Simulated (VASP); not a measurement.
# TiAl in VASP: a series of runs

TiAl is run at these levels: PBEsol; tasks: single point.

All numbers are computed with VASP 6.6.1; they aren't measurements. Logs are shortened: lines on timing, memory, paths and dates and some standing lists are left out, and cuts for length are marked.

### Step 1. The cell of the first run

Symmetry: Pmmm, No. 47, orthorhombic system. The conventional cell has a = 3.041 Å, b = 3.156 Å, c = 3.272 Å, α = 90.00°, β = 90.00°, γ = 90.00°. Within 3.6 Å of Ti (site symmetry mmm) lie 8 Al at 2.73 Å and 6 Ti at 3.04 to 3.27 Å. Within 3.6 Å of Al (site symmetry mmm) lie 8 Ti at 2.73 Å and 6 Al at 3.04 to 3.27 Å.

### Step 2. Single point, PBEsol (normal strain along x -0.0367, normal strain along y +0.0367)

INCAR

```
SYSTEM = TiAl
ALGO = Fast
EDIFF = 1E-6
ENCUT = 520
GGA = PS
ISIF = 2
ISMEAR = 0
LASPH = .True.
LCHARG = .False.
LREAL = .False.
LWAVE = .False.
NBANDS = 14
NELM = 60
PREC = Accurate
SIGMA = 0.15
```

KPOINTS

```
k-points
0
Gamma
  14 14 14
  0 0 0
```

POSCAR

```
TiAl
1.0
    3.0405369533      0.0000000000      0.0000000000
    0.0000000000      3.2722149481      0.0000000000
    0.0000000000      0.0000000000      3.1563759507
Ti Al
1 1
Direct
    0.0000000000      0.0000000000      0.0000000000
    0.5000000000      0.5000000000      0.5000000000
```

Potentials or basis: VASP PAW PBE potentials, release 64 (Ti_sv, Al).

Launch:

```
> cat potpaw_PBE.64/Ti_sv/POTCAR potpaw_PBE.64/Al/POTCAR > POTCAR
> mpirun -np 1 vasp_std > vasp.out
```

OUTCAR:

```text
SYSTEM = TiAl
   EDIFF = 1E-6
   ENCUT = 520
   GGA = PS
   ISIF = 2
   ISMEAR = 0
   LASPH = .True.
   LREAL = .False.
   NELM = 60
   PREC = Accurate

 ion  position               nearest neighbor table
   1  0.000  0.000  0.000-   2 2.73   2 2.73   2 2.73   2 2.73   2 2.73   2 2.73   2 2.73   2 2.73

   2  0.500  0.500  0.500-   1 2.73   1 2.73   1 2.73   1 2.73   1 2.73   1 2.73   1 2.73   1 2.73

  LATTYP: Found a simple orthorhombic cell.
 ALAT       =     3.0405369533
 B/A-ratio  =     1.0380982041
 C/A-ratio  =     1.0761964082

  Lattice vectors:

 A1 = (  -3.0405369533,   0.0000000000,   0.0000000000)
 A2 = (   0.0000000000,   0.0000000000,   3.1563759507)
 A3 = (   0.0000000000,   3.2722149481,   0.0000000000)

Analysis of symmetry for initial positions (statically):
=====================================================================
 Subroutine PRICEL returns:
 Original cell was already a primitive cell.

 Routine SETGRP: Setting up the symmetry group for a
 simple orthorhombic supercell.

 Subroutine GETGRP returns: Found  8 space group operations
 (whereof  8 operations were pure point group operations)
 out of a pool of  8 trial point group operations.

The static configuration has the point symmetry D_2h.

Analysis of symmetry for dynamics (positions and initial velocities):
=====================================================================
 Subroutine PRICEL returns:
 Original cell was already a primitive cell.

 Routine SETGRP: Setting up the symmetry group for a
 simple orthorhombic supercell.

 Subroutine GETGRP returns: Found  8 space group operations
 (whereof  8 operations were pure point group operations)
 out of a pool of  8 trial point group operations.

The dynamic configuration has the point symmetry D_2h.

 Subroutine INISYM returns: Found  8 space group operations
 (whereof  8 operations are pure point group operations),
 and found     1 'primitive' translations

----------------------------------------------------------------------------------------

                                     Primitive cell

  volume of cell :      31.4037

  direct lattice vectors                    reciprocal lattice vectors
     3.040536953  0.000000000  0.000000000     0.328889277  0.000000000  0.000000000
     0.000000000  3.272214948  0.000000000     0.000000000  0.305603396  0.000000000
     0.000000000  0.000000000  3.156375951     0.000000000  0.000000000  0.316819040

  length of vectors
     3.040536953  3.272214948  3.156375951     0.328889277  0.305603396  0.316819040

  position of ions in fractional coordinates (direct lattice)
     0.000000000  0.000000000  0.000000000
     0.500000000  0.500000000  0.500000000

  ion indices of the primitive-cell ions
   primitive index   ion index
                 1           1
                 2           2

----------------------------------------------------------------------------------------

 KPOINTS: k-points

Automatic generation of k-mesh.
 Grid dimensions read from file:
 generate k-points for:   14   14   14

 Generating k-lattice:

  Cartesian coordinates                     Fractional coordinates (reciprocal lattice)
     0.023492091  0.000000000  0.000000000     0.071428571  0.000000000  0.000000000
     0.000000000  0.021828814  0.000000000     0.000000000  0.071428571  0.000000000
     0.000000000  0.000000000  0.022629931     0.000000000  0.000000000  0.071428571

  Length of vectors
     0.023492091  0.021828814  0.022629931

  Shift w.r.t. Gamma in fractional coordinates (k-lattice)
     0.000000000  0.000000000  0.000000000

 Subroutine IBZKPT returns following result:
 ===========================================

 Found    512 irreducible k-points:

 Following reciprocal coordinates:
            Coordinates               Weight
  0.000000  0.000000  0.000000      1.000000
  0.071429  0.000000  0.000000      2.000000
  0.142857  0.000000  0.000000      2.000000
  0.214286  0.000000  0.000000      2.000000
  0.285714  0.000000  0.000000      2.000000
  0.357143  0.000000  0.000000      2.000000
[... 16 lines left out ...]
  0.428571  0.142857  0.000000      4.000000
  0.500000  0.142857  0.000000      2.000000
 [... further k-points ...]
   k-points           NKPTS =    512   k-points in BZ     NKDIM =    512   number of bands    NBANDS=     14
   number of dos      NEDOS =    301   number of ions     NIONS =      2
   total plane-waves  NPLWV =  13824
   dimension x,y,z NGX =    24 NGY =   24 NGZ =   24
   dimension x,y,z NGXF=    48 NGYF=   48 NGZF=   48
   ions per type =               1   1
   NGX,Y,Z   is equivalent  to a cutoff of  13.12, 12.19, 12.64 a.u.
   NGXF,Y,Z  is equivalent  to a cutoff of  26.24, 24.39, 25.28 a.u.
 SYSTEM =  TiAl
   PREC   = accura    normal or accurate (medium, high low for compatibility)
   ISTART =      0    job   : 0-new  1-cont  2-samecut
   ICHARG =      2    charge: 1-file 2-atom 10-const
   ISPIN  =      1    spin polarized calculation?
   LNONCOLLINEAR =      F non collinear calculations
   LSORBIT =      F    spin-orbit coupling
   LASPH  =      T    aspherical Exc in radial PAW
   ENCUT  =  520.0 eV  38.22 Ry    6.18 a.u.   5.65  6.08  5.87*2*pi/ulx,y,z
   NELM   =     60;   NELMIN=  2; NELMDL= -5     # of ELM steps
   EDIFF  = 0.1E-05   stopping-criterion for ELM
   LREAL  =      F    real-space projection
   EDIFFG = 0.1E-04   stopping-criterion for IOM
   NSW    =      0    number of steps for IOM
   IBRION =     -1    ionic relax: 0-MD 1-quasi-New 2-CG
   NFREE  =      0    steps in history (QN), initial steepest desc. (CG)
   ISIF   =      2    stress and relaxation
   ISYM   =      2    0-nonsym 1-usesym 2-fastsym
   POTIM  = 0.5000    time-step for ionic-motion
   TEBEG  =    0.0;   TEEND  =   0.0 temperature during run
   PSTRESS=    0.0 pullay stress
   NELECT =      15.0000    total number of electrons
   NUPDOWN=      -1.0000    fix difference up-down
   EMIN   =  10.00;   EMAX   =-10.00  energy-range for DOS
   EFERMI =   0.00;   METHOD = LEGACY
   ISMEAR =     0;   SIGMA  =   0.15  broadening in eV -4-tet -1-fermi 0-gaus
   EFERMI_NEDOS =   21; number of points for ismear=-14 and -15
   IALGO  =     68    algorithm
   IMIX   =      4    mixing-type and parameters
     AMIX     =   0.40;   BMIX     =  1.00
     AMIX_MAG =   1.60;   BMIX_MAG =  1.00
  volume/ion in A,a.u.               =      15.70       105.96
  Fermi-wavevector in a.u.,A,eV,Ry     =   1.279710  2.418302 22.281693  1.637658
  Thomas-Fermi vector in A             =   2.412180
   LORBIT       =      0    0 simple, 1 ext, 2 COOP (PROOUT), +10 PAW based schemes
   GGA     = PS    functional components
   LHFCALC =     F    Hartree Fock is set to
   AEXX    =    0.0000 exact exchange contribution
   IVDW    =     0    specifies the selected vdW correction
   LEPSILON=     F    determine dielectric tensor
   LRPA    =     F    only Hartree local field effects (RPA)
 non-spin polarized calculation
 RMM-DIIS sequential band-by-band and
 Gauss-broadening in eV      SIGMA  =   0.15
  energy-cutoff  :      520.00
  volume of cell :       31.40
 maximum number of plane-waves:       862
 NGX is ok and might be reduce to    24
   NGX = 11   NGY = 13   NGZ = 11

 number of electron      15.0000002 magnetization

 Free energy of the ion-electron system (eV)
  ---------------------------------------------------
  ext. energy  EPLUGINS =         0.00000000
  ---------------------------------------------------
  free energy    TOTEN  =       -12.99600547 eV

  energy without entropy =      -12.96877534  energy(sigma->0) =      -12.98239040

 E-fermi :   8.8869     XC(G=0): -11.2878

 val. band max:        8.8863090281   @ k =   0.0000   0.1429   0.2857
 cond. band min:       8.8895030624   @ k =   0.5000   0.0000   0.2143
 fundamental gap:      0.0031940343
 Fermi energy:         8.8869063776

 k-point     1 :       0.0000    0.0000    0.0000
  band No.  band energies     occupation
      1     -47.6925      2.00000
      2     -24.0407      2.00000
      3     -23.9969      2.00000
      4     -23.9307      2.00000
      5      -0.4436      2.00000
      6       7.3393      2.00000
      7       7.5034      2.00000
      8      10.5768      0.00000
      9      10.7972      0.00000
     10      10.9609      0.00000
     11      12.4760      0.00000
     12      13.4297      0.00000
     13      14.5154      0.00000
     14      17.7877      0.00000

 k-point     2 :       0.0714    0.0000    0.0000
  band No.  band energies     occupation
      1     -47.6912      2.00000
      2     -24.0394      2.00000
      3     -23.9957      2.00000
      4     -23.9438      2.00000
      5      -0.3542      2.00000
      6       7.3787      2.00000
      7       7.4964      2.00000
      8      10.5613      0.00000
      9      10.5904      0.00000
     10      10.7917      0.00000
     11      12.7646      0.00000
     12      13.6516      0.00000
     13      14.0153      0.00000
     14      18.1009      0.00000

 k-point     3 :       0.1429    0.0000    0.0000
  band No.  band energies     occupation
      1     -47.6876      2.00000
      2     -24.0359      2.00000
      3     -23.9923      2.00000
      4     -23.9806      2.00000
      5      -0.0889      2.00000
      6       7.3838      2.00000
      7       7.5329      2.00000
      8      10.0984      0.00000
      9      10.4122      0.00000
     10      10.6288      0.00000
     11      13.0985      0.00000
     12      13.3903      0.00000
     13      14.1942      0.00000
     14      17.4564      0.00000

 k-point     4 :       0.2143    0.0000    0.0000
  band No.  band energies     occupation
      1     -47.6824      2.00000
      2     -24.0333      2.00000
      3     -24.0307      2.00000
      4     -23.9874      2.00000
      5       0.3447      2.00000
      6       7.0893      2.00000
      7       7.7212      2.00000
      8       9.6281      0.00000
      9       9.9911      0.00000
     10      10.6852      0.00000
     11      12.3842      0.00000
     12      14.1463      0.00000
     13      14.9017      0.00000
     14      16.9963      0.00000

 k-point     5 :       0.2857    0.0000    0.0000
  band No.  band energies     occupation
      1     -47.6767      2.00000
      2     -24.0913      2.00000
      3     -24.0250      2.00000
      4     -23.9820      2.00000
      5       0.9346      2.00000
      6       6.4581      2.00000
      7       7.9585      2.00000
      8       9.2240      0.00148
      9       9.6143      0.00000
     10      10.7490      0.00000
     11      12.1032      0.00000
[... 276 lines left out ...]
 k-point    22 :       0.3571    0.1429    0.0000
  band No.  band energies     occupation
      1     -47.6695      2.00000
      2     -24.1398      2.00000
      3     -24.0442      2.00000
      4     -23.9749      2.00000
      5       1.9081      2.00000
      6       5.7327      2.00000
      7       7.9518      2.00000
      8       8.8274      1.42496
      9       9.3940      0.00000
     10      10.5302      0.00000
     11      12.2130      0.00000
     12      14.4375      0.00000
     13      16.6112      0.00000
     14      16.9794      0.00000

 k-point    23 :       0.4286    0.1429    0.0000
  band No.  band energies     occupation
      1     -47.6659      2.00000
      2     -24.1752      2.00000
      3     -24.0403      2.00000
      4     -23.9715      2.00000
      5       2.7117      2.00000
      6       4.7684      2.00000
      7       8.1884      2.00000
      8       8.6393      1.98045
      9       9.2192      0.00173
     10      10.5810      0.00000
     11      12.3060      0.00000
     12      14.9805      0.00000
     13      16.2959      0.00000
     14      17.8467      0.00000

 k-point    24 :       0.5000    0.1429    0.0000
  band No.  band energies     occupation
      1     -47.6646      2.00000
      2     -24.1878      2.00000
      3     -24.0389      2.00000
      4     -23.9703      2.00000
      5       3.3461      2.00000
      6       4.0728      2.00000
      7       8.3349      2.00000
      8       8.5111      1.99960
      9       9.1592      0.01026
     10      10.5998      0.00000
     11      12.3616      0.00000
     12      15.2334      0.00000
     13      16.1886      0.00000
     14      18.1226      0.00000

 [... further k-points ...]
[... 5 lines left out ...]
  --------------------------------------------------------------------------------------
  -------------------------------------------------------------------------------------
  Total       -0.1756663      0.5633854     -0.2013140      0.0000000      0.0000000      0.0000000
  in kB       -8.9622733     28.7432133    -10.2707891      0.0000000      0.0000000      0.0000000
  external PRESSURE =       3.1700503 kB  Pullay stress =       0.0000000 kB

 VOLUME and BASIS-vectors are now :
 -----------------------------------------------------------------------------
  energy-cutoff  :      520.00
  volume of cell :       31.40
      direct lattice vectors                 reciprocal lattice vectors
     3.040536953  0.000000000  0.000000000     0.328889277  0.000000000  0.000000000
     0.000000000  3.272214948  0.000000000     0.000000000  0.305603396  0.000000000
     0.000000000  0.000000000  3.156375951     0.000000000  0.000000000  0.316819040

 POSITION                                       TOTAL-FORCE (eV/Angst)
 -----------------------------------------------------------------------------------
      0.00000      0.00000      0.00000         0.000000      0.000000      0.000000
      1.52027      1.63611      1.57819         0.000000      0.000000      0.000000
 -----------------------------------------------------------------------------------
    total drift:                                0.000000      0.000000      0.000000

  FREE ENERGIE OF THE ION-ELECTRON SYSTEM (eV)
  ---------------------------------------------------
  free  energy   TOTEN  =       -12.9960054707 eV

  energy  without entropy=      -12.9687753377  energy(sigma->0) =      -12.98239040
```

Wall time 3.3 min (1 thread of Intel Xeon Platinum 8259CL at 2.50GHz (Skylake/Cascade Lake), shared host); peak memory 0.33 GiB.

Results:

```
Free energy : -12.9960 eV
Pressure    : 0.3 GPa
```

Levels at points of the mesh, in eV from the Fermi level:
| k point | band 6 | band 7 | band 8 | band 9 | band 10 | band 11 |
| --- | --- | --- | --- | --- | --- | --- |
| (0.00, 0.00, 0.00) | -1.55 | -1.38 | 1.69 | 1.91 | 2.07 | 3.59 |
| (0.50, 0.00, 0.00) | -5.13 | -0.44 | -0.22 | 0.19 | 1.98 | 3.56 |
| (0.00, 0.50, 0.00) | -5.30 | -0.63 | 0.14 | 0.60 | 2.23 | 2.71 |
| (0.50, 0.50, 0.00) | -2.26 | -1.83 | -1.45 | 0.66 | 0.82 | 2.79 |
| (0.00, 0.00, 0.50) | -5.23 | -0.56 | -0.26 | 0.61 | 2.12 | 3.13 |
| (0.50, 0.00, 0.50) | -1.98 | -1.75 | -1.38 | 0.41 | 0.51 | 3.02 |
| (0.00, 0.50, 0.50) | -2.34 | -2.14 | -1.55 | 1.01 | 1.08 | 2.68 |
| (0.50, 0.50, 0.50) | -3.12 | -3.12 | 0.85 | 2.78 | 2.86 | 3.02 |

Caveat: the cell differs from its parent crystal (normal strain along x -0.0367, normal strain along y +0.0367); the PAW data sets were made with another functional, which shifts forces and pressure a little.

(Part 1 of 2 ends here.)
